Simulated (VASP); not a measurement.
# Sn3Br (P6_3/mmc) in VASP: single point with PBE

Aim: the single point of Sn3Br with PBE.

Program: VASP 6.6.1. These are calculated values, not measurements. Logs are shortened: lines on timing, memory, paths and dates and some standing lists are left out, and cuts for length are marked.

**1. The cell of the first run**

It takes space group P6_3/mmc (No. 194, hexagonal). The conventional cell has a = 7.028 Å, b = 7.028 Å, c = 5.824 Å, α = 90.00°, β = 90.00°, γ = 120.00°. Sn (site symmetry mm2) has 8 Sn at 3.45 to 3.58 Å and 4 Br at 3.51 to 3.57 Å within 4.5 Å. Within 4.6 Å of Br (site symmetry -6m2) lie 12 Sn at 3.51 to 3.57 Å.

**2. Single point, PBE**

INCAR

```
SYSTEM = Sn3Br
PREC     = Accurate       ! precision mode
ENCUT    = 520            ! plane-wave cutoff, eV
EDIFF    = 1E-6           ! SCF threshold, eV
ISMEAR   = 0              ! smearing method
SIGMA    = 0.1            ! smearing width, eV
LREAL    = .False.        ! projectors in reciprocal space
LASPH    = .True.         ! aspherical terms in the spheres
NELM     = 80             ! most SCF steps
ALGO     = Normal         ! electronic algorithm
ISIF     = 2              ! what is computed and relaxed
LWAVE    = .False.        ! write WAVECAR
LCHARG   = .False.        ! write CHGCAR
GGA      = PE             ! functional
NBANDS   = 59             ! bands
```

KPOINTS

```
Automatic mesh
0
Gamma
  3 3 4
  0 0 0
```

POSCAR

```
Sn3Br
1.0
    7.0275228600      0.0000000000      0.0000000000
   -3.5137614300      6.0860133200      0.0000000000
    0.0000000000      0.0000000000      5.8238948100
Sn Br
6 2
Direct
    0.1635573500      0.3271147000      0.2500000000
    0.1635573500      0.8364426500      0.2500000000
    0.6728853000      0.8364426500      0.2500000000
    0.8364426500      0.6728853000      0.7500000000
    0.8364426500      0.1635573500      0.7500000000
    0.3271147000      0.1635573500      0.7500000000
    0.3333333300      0.6666666700      0.7500000000
    0.6666666700      0.3333333300      0.2500000000
```

Potentials or basis: VASP PAW PBE potentials, release 64 (Sn_d, Br).

The run is started by

```
$ cat potpaw_PBE.64/Sn_d/POTCAR potpaw_PBE.64/Br/POTCAR > POTCAR
$ mpirun -np 1 vasp_std > vasp.out
```

OUTCAR:

```text
SYSTEM = Sn3Br
   PREC = Accurate
   ENCUT = 520
   EDIFF = 1E-6
   ISMEAR = 0
   LREAL = .False.
   LASPH = .True.
   NELM = 80
   ISIF = 2
   GGA = PE

 ion  position               nearest neighbor table
   1  0.164  0.327  0.250-   2 3.45   3 3.45   5 3.53   5 3.53   6 3.53   6 3.53   3 3.58   2 3.58

   2  0.164  0.836  0.250-   1 3.45   3 3.45   6 3.53   6 3.53   4 3.53   4 3.53   1 3.58   3 3.58

   3  0.673  0.836  0.250-   1 3.45   2 3.45   5 3.53   5 3.53   4 3.53   4 3.53   1 3.58   2 3.58

   4  0.836  0.673  0.750-   5 3.45   6 3.45   2 3.53   2 3.53   3 3.53   3 3.53   5 3.58   6 3.58

   5  0.836  0.164  0.750-   4 3.45   6 3.45   3 3.53   3 3.53   1 3.53   1 3.53   4 3.58   6 3.58

   6  0.327  0.164  0.750-   4 3.45   5 3.45   2 3.53   2 3.53   1 3.53   1 3.53   4 3.58   5 3.58

   7  0.333  0.667  0.750-
   8  0.667  0.333  0.250-

  LATTYP: Found a hexagonal cell.
 ALAT       =     7.0275228600
 C/A-ratio  =     0.8287265550

  Lattice vectors:

 A1 = (   7.0275228600,   0.0000000000,   0.0000000000)
 A2 = (  -3.5137614300,   6.0860133200,   0.0000000000)
 A3 = (   0.0000000000,   0.0000000000,   5.8238948100)

Analysis of symmetry for initial positions (statically):
=====================================================================
 Subroutine PRICEL returns:
 Original cell was already a primitive cell.

 Routine SETGRP: Setting up the symmetry group for a
 hexagonal supercell.

 Subroutine GETGRP returns: Found 24 space group operations
 (whereof 12 operations were pure point group operations)
 out of a pool of 24 trial point group operations.

The static configuration has the point symmetry D_3d.
 The point group associated with its full space group is D_6h.

Analysis of symmetry for dynamics (positions and initial velocities):
=====================================================================
 Subroutine PRICEL returns:
 Original cell was already a primitive cell.

 Routine SETGRP: Setting up the symmetry group for a
 hexagonal supercell.

 Subroutine GETGRP returns: Found 24 space group operations
 (whereof 12 operations were pure point group operations)
 out of a pool of 24 trial point group operations.

The dynamic configuration has the point symmetry D_3d.
 The point group associated with its full space group is D_6h.
[... 96 lines left out ...]
   LREAL  =      F    real-space projection
   EDIFFG = 0.1E-04   stopping-criterion for IOM
   NSW    =      0    number of steps for IOM
   IBRION =     -1    ionic relax: 0-MD 1-quasi-New 2-CG
   NFREE  =      0    steps in history (QN), initial steepest desc. (CG)
   ISIF   =      2    stress and relaxation
   ISYM   =      2    0-nonsym 1-usesym 2-fastsym
   POTIM  = 0.5000    time-step for ionic-motion
   TEBEG  =    0.0;   TEEND  =   0.0 temperature during run
   PSTRESS=    0.0 pullay stress
   NELECT =      98.0000    total number of electrons
   NUPDOWN=      -1.0000    fix difference up-down
   EMIN   =  10.00;   EMAX   =-10.00  energy-range for DOS
   EFERMI =   0.00;   METHOD = LEGACY
   ISMEAR =     0;   SIGMA  =   0.10  broadening in eV -4-tet -1-fermi 0-gaus
   EFERMI_NEDOS =   21; number of points for ismear=-14 and -15
   IALGO  =     38    algorithm
   IMIX   =      4    mixing-type and parameters
     AMIX     =   0.40;   BMIX     =  1.00
     AMIX_MAG =   1.60;   BMIX_MAG =  1.00
  volume/ion in A,a.u.               =      31.14       210.11
  Fermi-wavevector in a.u.,A,eV,Ry     =   1.199593  2.266902 19.579105  1.439024
  Thomas-Fermi vector in A             =   2.335452
   LORBIT       =      0    0 simple, 1 ext, 2 COOP (PROOUT), +10 PAW based schemes
   GGA     = PE    functional components
   LHFCALC =     F    Hartree Fock is set to
   AEXX    =    0.0000 exact exchange contribution
   IVDW    =     0    specifies the selected vdW correction
   LEPSILON=     F    determine dielectric tensor
   LRPA    =     F    only Hartree local field effects (RPA)
 non-spin polarized calculation
 Gauss-broadening in eV      SIGMA  =   0.10
  energy-cutoff  :      520.00
  volume of cell :      249.09
 maximum number of plane-waves:      6742
 NGX is ok and might be reduce to    54
   NGX = 27   NGY = 27   NGZ = 21

 number of electron      97.9999978 magnetization

 Free energy of the ion-electron system (eV)
  ---------------------------------------------------
  ext. energy  EPLUGINS =         0.00000000
  ---------------------------------------------------
  free energy    TOTEN  =       -25.40532901 eV

  energy without entropy =      -25.33626273  energy(sigma->0) =      -25.37079587

 E-fermi :   5.3711     XC(G=0):  -9.4366

 val. band max:        5.3696740281   @ k =   0.3333   0.3333   0.0000
 cond. band min:       5.3812205527   @ k =   0.3333  -0.0000   0.5000
 fundamental gap:      0.0115465246
 Fermi energy:         5.3711118315

 k-point     1 :       0.0000    0.0000    0.0000
  band No.  band energies     occupation
      1     -16.1677      2.00000
      2     -16.1677      2.00000
      3     -16.1551      2.00000
      4     -16.1489      2.00000
      5     -16.1469      2.00000
      6     -16.1451      2.00000
[... 547 lines left out ...]
     58       7.5620      0.00000
     59       8.3705      0.00000

------------------------ aborting loop because EDIFF is reached ----------------------------------------

  FORCE on cell =-STRESS in cart. coord.  units (eV):
  Direction    XX          YY          ZZ          XY          YZ          ZX
  --------------------------------------------------------------------------------------
  -------------------------------------------------------------------------------------
  Total       -4.1152373     -4.1152373     -3.3387109      0.0000000     -0.0000000      0.0000000
  in kB      -26.4701728    -26.4701728    -21.4753725      0.0000000     -0.0000000      0.0000000
  external PRESSURE =     -24.8052393 kB  Pullay stress =       0.0000000 kB

 VOLUME and BASIS-vectors are now :
 -----------------------------------------------------------------------------
  energy-cutoff  :      520.00
  volume of cell :      249.09
      direct lattice vectors                 reciprocal lattice vectors
     7.027522860  0.000000000  0.000000000     0.142297652  0.082155588  0.000000000
    -3.513761430  6.086013320  0.000000000     0.000000000  0.164311175  0.000000000
     0.000000000  0.000000000  5.823894810     0.000000000  0.000000000  0.171706398

 POSITION                                       TOTAL-FORCE (eV/Angst)
 -----------------------------------------------------------------------------------
     -0.00000      1.99082      1.45597         0.000000     -0.303616      0.000000
     -1.78966      5.09060      1.45597        -0.262939      0.151808      0.000000
      1.78966      5.09060      1.45597         0.262939      0.151808      0.000000
      3.51376      4.09519      4.36792         0.000000      0.303616      0.000000
      5.30342      0.99541      4.36792         0.262939     -0.151808      0.000000
      1.72410      0.99541      4.36792        -0.262939     -0.151808      0.000000
     -0.00000      4.05734      4.36792         0.000000     -0.000000      0.000000
      3.51376      2.02867      1.45597         0.000000     -0.000000      0.000000
 -----------------------------------------------------------------------------------
    total drift:                               -0.000031      0.000018     -0.000000

  FREE ENERGIE OF THE ION-ELECTRON SYSTEM (eV)
  ---------------------------------------------------
  free  energy   TOTEN  =       -25.4053290054 eV

  energy  without entropy=      -25.3362627273  energy(sigma->0) =      -25.37079587
```

stdout:

```text
POSCAR found type information on POSCAR SnBr
 POSCAR found :  2 types and       8 ions
 scaLAPACK will be used
 LDA part: xc-table for (Slater+PW92), standard interpolation
 POSCAR, INCAR and KPOINTS ok, starting setup
 FFT: planning ... GRIDC
 FFT: planning ... GRID_SOFT
 FFT: planning ... GRID
 WAVECAR not read
 entering main loop
```

Wall time 2.1 min (1 thread of AMD EPYC 7R43 (Zen 3), shared host); peak memory 0.35 GiB.

What came out:

- Free energy: -25.4053 eV
- Pressure: -2.5 GPa
- Largest force: 0.304 eV/Å
- Band gap on the k mesh: zero (band 49 reaches 5.54 eV, above the bottom of band 50 at 4.92 eV)

Forces in eV/Å, atoms in the order of the input:
```
Sn   0.000 -0.304  0.000
Sn  -0.263  0.152  0.000
Sn   0.263  0.152  0.000
Sn   0.000  0.304  0.000
Sn   0.263 -0.152  0.000
Sn  -0.263 -0.152  0.000
Br   0.000  0.000  0.000
Br   0.000  0.000  0.000
```

Caveat: spin-orbit coupling is left out, which moves the levels of the heavy elements.
